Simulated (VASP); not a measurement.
# B33N31 (a cell with a defect) in VASP: relaxation of the atoms with PBEsol

Aim: the relaxation of the atoms of B33N31 (a cell with a defect) with PBEsol.

Everything below comes from runs of VASP 6.6.1. Logs are shortened: lines on timing, memory, paths and dates and some standing lists are left out, and cuts for length are marked.

## (1) The cell of the first run

The cell holds a defect, 64 atoms: a = 7.212 Å, b = 7.212 Å, c = 7.212 Å, α = 90.00°, β = 90.00°, γ = 90.00°.

## (2) Relaxation of the atoms, PBEsol, collinear spin

INCAR reads:

```
PREC = Accurate
ENCUT = 520
EDIFF = 1E-7
ISMEAR = -1
SIGMA = 0.05
LREAL = Auto
LASPH = True
NELM = 200
ALGO = Normal
ISIF = 2
LWAVE = False
LCHARG = False
ISPIN = 2
MAGMOM = 0 0 0 0 0 0 0 0.2 0.2 0 0 0 0 0 0 0 0.2 0 0 0 0 0 0 0 0.2 0 0 0 0 0 0 0 0.2 0 0 0 0 0 0 0 0 0 0 0 0 0 0 0 0 0 0 0 0 0 0 0 0 0 0 0 0 0 0 0
LORBIT = 11
NUPDOWN = 1.0
GGA = PS
IBRION = 2
NSW = 100
EDIFFG = -0.03
NELECT = 253.0
ISYM = -1
GGA_COMPAT = False
NELMIN = 4
KPAR = 1
```

KPOINTS reads:

```
explicit points
1
Reciprocal
  0.25000000   0.25000000   0.25000000 1
```

POSCAR reads:

```
B33N31
1.0
    7.2115910000      0.0000000000      0.0000000000
    0.0000000000      7.2115910000      0.0000000000
    0.0000000000      0.0000000000      7.2115910000
B N
33 31
Direct
    0.9961320000      0.9959170000      0.0015130000
    0.9960320000      0.9957900000      0.4970770000
    0.9993090000      0.5001120000      0.9961480000
    0.0027210000      0.5051720000      0.5011830000
    0.4979550000      0.9993140000      0.9964760000
    0.5004230000      0.0026310000      0.5016910000
    0.5031390000      0.5015250000      0.9983910000
    0.4998580000      0.4953150000      0.4985510000
    0.6282310000      0.6262330000      0.6271310000
    0.2500350000      0.2496530000      0.9981770000
    0.2488100000      0.2498950000      0.4983740000
    0.2555120000      0.7463310000      0.9976410000
    0.2486430000      0.7502320000      0.5031500000
    0.7468590000      0.2516820000      0.9997120000
    0.7500680000      0.2499710000      0.5005970000
    0.7569430000      0.7481180000      0.0045550000
    0.7470920000      0.7516700000      0.5023460000
    0.2485210000      0.0061440000      0.2525260000
    0.2472750000      0.0001600000      0.7447560000
    0.2536490000      0.4943970000      0.2494920000
    0.2477240000      0.5044220000      0.7488640000
    0.7477840000      0.9998210000      0.2463990000
    0.7472060000      0.0023390000      0.7543750000
    0.7515510000      0.4999630000      0.2489400000
    0.7486290000      0.4986090000      0.7518880000
    0.0039750000      0.2495270000      0.2441910000
    0.9956720000      0.2484570000      0.7547330000
    0.9985740000      0.7560570000      0.2481990000
    0.0060160000      0.7503140000      0.7484620000
    0.5044520000      0.2488910000      0.2468840000
    0.5037860000      0.2545520000      0.7466810000
    0.5009840000      0.7516630000      0.2524830000
    0.5036750000      0.7489220000      0.7516970000
    0.1253000000      0.1238630000      0.1238860000
    0.1296780000      0.1249480000      0.6256920000
    0.1222910000      0.6281830000      0.1243430000
    0.1247780000      0.6238830000      0.6257180000
    0.6256910000      0.1270670000      0.1256750000
    0.6274140000      0.1283510000      0.6263120000
    0.6281020000      0.6258740000      0.1287980000
    0.3694110000      0.3735330000      0.1241970000
    0.3722600000      0.3750960000      0.6228950000
    0.3728150000      0.8709260000      0.1266460000
    0.3753610000      0.8764220000      0.6206300000
    0.8753910000      0.3790490000      0.1218040000
    0.8785420000      0.3761840000      0.6232130000
    0.8764090000      0.8746880000      0.1275340000
    0.8806670000      0.8759960000      0.6237870000
    0.3727850000      0.1232100000      0.3709210000
    0.3757640000      0.1250960000      0.8804040000
    0.3737590000      0.6215800000      0.3739960000
    0.3757100000      0.6260540000      0.8771730000
    0.8744420000      0.1252770000      0.3755920000
    0.8753280000      0.1267810000      0.8710520000
    0.8695820000      0.6245370000      0.3760010000
    0.8726220000      0.6228350000      0.8694770000
    0.1257730000      0.3727380000      0.3763980000
    0.1199620000      0.3760540000      0.8773670000
    0.1274380000      0.8721290000      0.3783740000
    0.1256870000      0.8761210000      0.8716610000
    0.6298960000      0.3762660000      0.3770720000
    0.6240290000      0.3795320000      0.8759930000
    0.6273770000      0.8727250000      0.3784300000
    0.6283980000      0.8765550000      0.8746420000
```

Potentials or basis: VASP PAW PBE potentials, release 64 (B, N).

Launch:

```sh
cat potpaw_PBE.64/B/POTCAR potpaw_PBE.64/N/POTCAR > POTCAR
mpirun -np 4 vasp_std > vasp.out
```

OUTCAR:

```text
PREC = Accurate
   ENCUT = 520
   EDIFF = 1E-7
   ISMEAR = -1
   LREAL = Auto
   LASPH = True
   NELM = 200
   ISIF = 2
   ISPIN = 2
   LORBIT = 11
   NUPDOWN = 1.0
   GGA = PS
   IBRION = 2
   NSW = 100
   EDIFFG = -0.03
   NELECT = 253.0
   ISYM = -1
   NELMIN = 4

 ion  position               nearest neighbor table
   1  0.996  0.996  0.002-  47 1.53  60 1.58  34 1.58  54 1.59
   2  0.996  0.996  0.497-  48 1.51  53 1.55  59 1.56  35 1.63
   3  0.999  0.500  0.996-  58 1.51  45 1.54  56 1.57  36 1.58
   4  0.003  0.505  0.501-  37 1.52  46 1.56  55 1.57  57 1.58
   5  0.498  0.999  0.996-  50 1.52  64 1.56  43 1.60  38 1.60
   6  0.500  0.003  0.502-  44 1.54  39 1.57  49 1.58  63 1.58
[... 56 lines left out ...]
  63  0.627  0.873  0.378-  17 1.52  32 1.55  22 1.58   6 1.58
  64  0.628  0.877  0.875-  23 1.52   5 1.56  33 1.56  16 1.61

IMPORTANT INFORMATION: All symmetrisations will be switched off!
NOSYMM: (Re-)initialisation of all symmetry stuff for point group C_1.

----------------------------------------------------------------------------------------

                                     Primitive cell

  volume of cell :     375.0535

  direct lattice vectors                    reciprocal lattice vectors
     7.211591000  0.000000000  0.000000000     0.138665656  0.000000000  0.000000000
     0.000000000  7.211591000  0.000000000     0.000000000  0.138665656  0.000000000
     0.000000000  0.000000000  7.211591000     0.000000000  0.000000000  0.138665656

  length of vectors
     7.211591000  7.211591000  7.211591000     0.138665656  0.138665656  0.138665656

  position of ions in fractional coordinates (direct lattice)
     0.996132000  0.995917000  0.001513000
     0.996032000  0.995790000  0.497077000
     0.999309000  0.500112000  0.996148000
     0.002721000  0.505172000  0.501183000
     0.497955000  0.999314000  0.996476000
     0.500423000  0.002631000  0.501691000
[... 56 lines left out ...]
     0.627377000  0.872725000  0.378430000
     0.628398000  0.876555000  0.874642000

  ion indices of the primitive-cell ions
   primitive index   ion index
                 1           1
                 2           2
                 3           3
                 4           4
                 5           5
                 6           6
[... 56 lines left out ...]
                63          63
                64          64

----------------------------------------------------------------------------------------

 KPOINTS: explicit points

Read explicit list of k-points.

 Found      1 k-points:

 Following reciprocal coordinates:
            Coordinates               Weight
  0.250000  0.250000  0.250000      1.000000
   k-points           NKPTS =      1   k-points in BZ     NKDIM =      1   number of bands    NBANDS=    160
   number of dos      NEDOS =    301   number of ions     NIONS =     64
   total plane-waves  NPLWV = 157464
   dimension x,y,z NGX =    54 NGY =   54 NGZ =   54
   dimension x,y,z NGXF=   108 NGYF=  108 NGZF=  108
   ions per type =              33  31
   NGX,Y,Z   is equivalent  to a cutoff of  12.45, 12.45, 12.45 a.u.
   NGXF,Y,Z  is equivalent  to a cutoff of  24.90, 24.90, 24.90 a.u.
 SYSTEM =  unknown system
   PREC   = accura    normal or accurate (medium, high low for compatibility)
   ISTART =      0    job   : 0-new  1-cont  2-samecut
   ICHARG =      2    charge: 1-file 2-atom 10-const
   ISPIN  =      2    spin polarized calculation?
   LNONCOLLINEAR =      F non collinear calculations
   LSORBIT =      F    spin-orbit coupling
   LASPH  =      T    aspherical Exc in radial PAW
   ENCUT  =  520.0 eV  38.22 Ry    6.18 a.u.  13.41 13.41 13.41*2*pi/ulx,y,z
   NELM   =    200;   NELMIN=  4; NELMDL= -5     # of ELM steps
   EDIFF  = 0.1E-06   stopping-criterion for ELM
   LREAL  =      T    real-space projection
   EDIFFG = -.3E-01   stopping-criterion for IOM
   NSW    =    100    number of steps for IOM
   IBRION =      2    ionic relax: 0-MD 1-quasi-New 2-CG
   NFREE  =      1    steps in history (QN), initial steepest desc. (CG)
   ISIF   =      2    stress and relaxation
   ISYM   =     -1    0-nonsym 1-usesym 2-fastsym
   POTIM  = 0.5000    time-step for ionic-motion
   TEBEG  =    0.0;   TEEND  =   0.0 temperature during run
   PSTRESS=    0.0 pullay stress
   NELECT =     253.0000    total number of electrons
   NUPDOWN=       1.0000    fix difference up-down
   EMIN   =  10.00;   EMAX   =-10.00  energy-range for DOS
   EFERMI =   0.00;   METHOD = LEGACY
   ISMEAR =    -1;   SIGMA  =   0.05  broadening in eV -4-tet -1-fermi 0-gaus
   EFERMI_NEDOS =   21; number of points for ismear=-14 and -15
   IALGO  =     38    algorithm
   IMIX   =      4    mixing-type and parameters
     AMIX     =   0.40;   BMIX     =  1.00
     AMIX_MAG =   1.60;   BMIX_MAG =  1.00
  volume/ion in A,a.u.               =       5.86        39.55
  Fermi-wavevector in a.u.,A,eV,Ry     =   1.435767  2.713206 28.047409  2.061426
  Thomas-Fermi vector in A             =   2.555029
   LORBIT       =     11    0 simple, 1 ext, 2 COOP (PROOUT), +10 PAW based schemes
   GGA     = PS    functional components
   LHFCALC =     F    Hartree Fock is set to
   AEXX    =    0.0000 exact exchange contribution
   IVDW    =     0    specifies the selected vdW correction
   LEPSILON=     F    determine dielectric tensor
   LRPA    =     F    only Hartree local field effects (RPA)
 conjugate gradient relaxation of ions
 spin polarized calculation
  energy-cutoff  :      520.00
  volume of cell :      375.05
 maximum number of plane-waves:     10107
 NGX is ok and might be reduce to    54
   NGX = 27   NGY = 27   NGZ = 27

--------------------------------------- Ionic step        1  -------------------------------------------

 number of electron     253.0000021 magnetization       1.0000000

 Free energy of the ion-electron system (eV)
  ---------------------------------------------------
  ext. energy  EPLUGINS =         0.00000000
  ---------------------------------------------------
  free energy    TOTEN  =      -583.03950495 eV

  energy without entropy =     -582.99638523  energy(sigma->0) =     -583.01794509

------------------------ aborting loop because EDIFF is reached ----------------------------------------

  FORCE on cell =-STRESS in cart. coord.  units (eV):
  Direction    XX          YY          ZZ          XY          YZ          ZX
  --------------------------------------------------------------------------------------
  -------------------------------------------------------------------------------------
  Total       -2.5776106      4.5277848      2.6352176     -0.6497583     -1.7483669     -1.2512238
  in kB      -11.0111995     19.3420763     11.2572884     -2.7756783     -7.4687838     -5.3450567
  external PRESSURE =       6.5293884 kB  Pullay stress =       0.0000000 kB
[... 275 lines left out ...]
  FREE ENERGIE OF THE ION-ELECTRON SYSTEM (eV)
  ---------------------------------------------------
  free  energy   TOTEN  =      -585.5251995239 eV

  energy  without entropy=     -585.5090431531  energy(sigma->0) =     -585.51712134

[... ionic steps 4 to 18 ...]

--------------------------------------- Ionic step       19  -------------------------------------------

 number of electron     253.0000062 magnetization       1.0000000

------------------------ aborting loop because EDIFF is reached ----------------------------------------
[... 191 lines left out ...]
--------------------------------------- Ionic step       21  -------------------------------------------

 number of electron     253.0000063 magnetization       1.0000000

 Free energy of the ion-electron system (eV)
  ---------------------------------------------------
  ext. energy  EPLUGINS =         0.00000000
  ---------------------------------------------------
  free energy    TOTEN  =      -586.11739832 eV

  energy without entropy =     -586.11721806  energy(sigma->0) =     -586.11730819

 E-fermi :   8.1692     XC(G=0): -13.0231

 val. band max:        7.9222253797   @ k =   0.2500   0.2500   0.2500
 cond. band min:       8.6068129991   @ k =   0.2500   0.2500   0.2500
 fundamental gap:      0.6845876194
 Fermi energy:         8.4576968744

 spin component 1

 k-point     1 :       0.2500    0.2500    0.2500
  band No.  band energies     occupation
      1     -12.5371      1.00000
      2     -11.6371      1.00000
      3     -11.5973      1.00000
      4     -11.3868      1.00000
      5     -10.6925      1.00000
      6     -10.6601      1.00000
[... 130 lines left out ...]
    137      15.5966      0.00000
    138      15.6056      0.00000
 Fermi energy:         8.1691643195

 spin component 2

 k-point     1 :       0.2500    0.2500    0.2500
  band No.  band energies     occupation
      1     -12.5236      1.00000
      2     -11.6243      1.00000
      3     -11.5776      1.00000
      4     -11.3754      1.00000
      5     -10.6782      1.00000
      6     -10.6393      1.00000
[... 130 lines left out ...]
    137      15.6113      0.00000
    138      15.6208      0.00000
 [bands above 138 left out]

------------------------ aborting loop because EDIFF is reached ----------------------------------------

  FORCE on cell =-STRESS in cart. coord.  units (eV):
  Direction    XX          YY          ZZ          XY          YZ          ZX
  --------------------------------------------------------------------------------------
  -------------------------------------------------------------------------------------
  Total       -0.7476492      0.3877915      0.3949394      3.0470418     -0.0830905      3.1285064
  in kB       -3.1938549      1.6565920      1.6871268     13.0165452     -0.3549513     13.3645509
  external PRESSURE =       0.0499546 kB  Pullay stress =       0.0000000 kB
[... 79 lines left out ...]
  FREE ENERGIE OF THE ION-ELECTRON SYSTEM (eV)
  ---------------------------------------------------
  free  energy   TOTEN  =      -586.1173983162 eV

  energy  without entropy=     -586.1172180568  energy(sigma->0) =     -586.11730819

 reached required accuracy - stopping structural energy minimisation

 total charge

# of ion       s       p       d       tot
------------------------------------------
    1        0.677   1.364   0.000   2.041
    2        0.683   1.386   0.000   2.068
    3        0.683   1.386   0.000   2.068
    4        0.678   1.371   0.000   2.049
    5        0.679   1.365   0.000   2.044
    6        0.677   1.368   0.000   2.045
[... 56 lines left out ...]
   63        1.212   2.739   0.000   3.951
   64        1.210   2.754   0.000   3.964
--------------------------------------------------
tot         60.124 130.541   0.000 190.665

 magnetization (x)

# of ion       s       p       d       tot
------------------------------------------
    1       -0.000   0.001   0.000   0.001
    2        0.001   0.006   0.000   0.007
    3        0.001   0.006   0.000   0.007
    4       -0.000  -0.001   0.000  -0.001
    5       -0.000  -0.001   0.000  -0.002
    6       -0.000  -0.001   0.000  -0.001
[... 56 lines left out ...]
   63        0.002   0.050   0.000   0.052
   64       -0.000  -0.002   0.000  -0.003
--------------------------------------------------
tot          0.045   0.762   0.000   0.808
```

Wall time 30 min (4 MPI ranks of AMD EPYC 7R43 (Zen 3), shared host); peak memory 0.24 GiB.

Results:

```
Free energy                                           : -586.1174 eV
Energy gained by relaxing                             : 48.1 meV/atom
Ionic steps                                           : 21
Largest force after relaxing                          : 0.028 eV/Å
Net moment                                            : 1.00 μB per cell
Site moments                                          : B +0.00, +0.01, -0.00, -0.01, +0.27, +0.12 (each value once); N +0.00, +0.01, +0.02, -0.00, +0.03, +0.05 (each value once) μB
Valence electrons inside the program's atomic spheres : B 2.04, 2.07, 2.05, 2.19, 2.10, 2.08, 2.02, 2.11, 2.03, 2.06 (each value once); N 3.96, 3.97, 3.98, 3.94, 3.92, 3.95 (each value once)
```

Forces in eV/Å, atoms in the order of the input:
```
B   -0.005  0.001 -0.004
B    0.003 -0.004 -0.007
B   -0.005 -0.004  0.000
B   -0.007 -0.003 -0.004
B    0.002  0.000  0.005
B    0.005 -0.001 -0.005
B   -0.005 -0.007  0.003
B   -0.012 -0.002 -0.007
B    0.005  0.020  0.004
B   -0.010 -0.003  0.010
B    0.004  0.000  0.006
B    0.000 -0.003 -0.002
B   -0.004  0.000  0.000
B    0.004 -0.003 -0.006
B    0.010 -0.002 -0.002
B    0.006  0.003  0.003
B   -0.003 -0.002 -0.003
B   -0.003  0.003  0.000
B   -0.006 -0.002  0.005
B   -0.003 -0.002 -0.003
B   -0.002 -0.003  0.005
B    0.014  0.002 -0.009
B    0.008  0.004  0.001
B    0.006 -0.002  0.006
B   -0.004 -0.008  0.000
B    0.002  0.005  0.001
B   -0.001  0.001 -0.002
B   -0.002 -0.001 -0.003
B   -0.002  0.000 -0.004
B    0.002  0.003  0.009
B    0.000 -0.009  0.004
B    0.000  0.000 -0.004
B   -0.002  0.017  0.022
N    0.001  0.000 -0.004
N    0.004  0.008 -0.004
N    0.002 -0.007  0.001
N    0.004 -0.005  0.003
N   -0.008  0.005  0.005
N   -0.002 -0.002 -0.002
N   -0.001 -0.008 -0.001
N    0.006  0.003 -0.002
N    0.010  0.003  0.008
N    0.002 -0.003  0.000
N    0.000  0.001 -0.002
N    0.001  0.010 -0.002
N   -0.009  0.005 -0.002
N   -0.002 -0.012  0.000
N   -0.001 -0.005 -0.002
N    0.010  0.002  0.006
N   -0.010  0.000  0.002
N    0.009  0.010  0.002
N    0.000 -0.005  0.001
N    0.006  0.003  0.006
N   -0.007  0.004 -0.013
N   -0.002 -0.003 -0.002
N   -0.004 -0.002 -0.010
N    0.003  0.007  0.007
N    0.003  0.001 -0.007
N    0.006 -0.009  0.004
N    0.003 -0.008 -0.004
N    0.001  0.009  0.010
N   -0.003 -0.003 -0.006
N   -0.004  0.003 -0.006
N   -0.012 -0.004 -0.004
```

Step by step:
```
step  energy change (eV)  largest force (eV/Å)  pressure (GPa)
   1              0.0000                5.3124            0.65
   2             -0.4585                3.8100            1.46
   3             -2.4857                1.4017           -0.32
   4             -2.7604                1.1736            0.13
   5             -2.8608                0.8204           -0.14
   6             -2.9547                0.8463            0.00
   7             -2.9647                0.8121           -0.05
   8             -3.0137                0.6942           -0.06
   9             -3.0142                0.6795           -0.06
  10             -3.0485                0.2871            0.01
  11             -3.0486                0.2844            0.01
  12             -3.0654                0.1824            0.01
  13             -3.0655                0.1850            0.01
  14             -3.0729                0.1378            0.00
  15             -3.0731                0.1199            0.01
  16             -3.0762                0.0726            0.00
  17             -3.0762                0.0717            0.00
  18             -3.0776                0.0431            0.00
  19             -3.0776                0.0447            0.00
  20             -3.0779                0.0339            0.01
  21             -3.0779                0.0284            0.00
```

Caveat: the cell carries a net charge on a neutralising background, which shifts energy and pressure; the cell is charged against a uniform background, so pressure and absolute levels hang on convention; the PAW data sets were made with another functional, which shifts forces and pressure a little; the total moment is fixed, so each spin has its own Fermi level and the state may be an excited one.
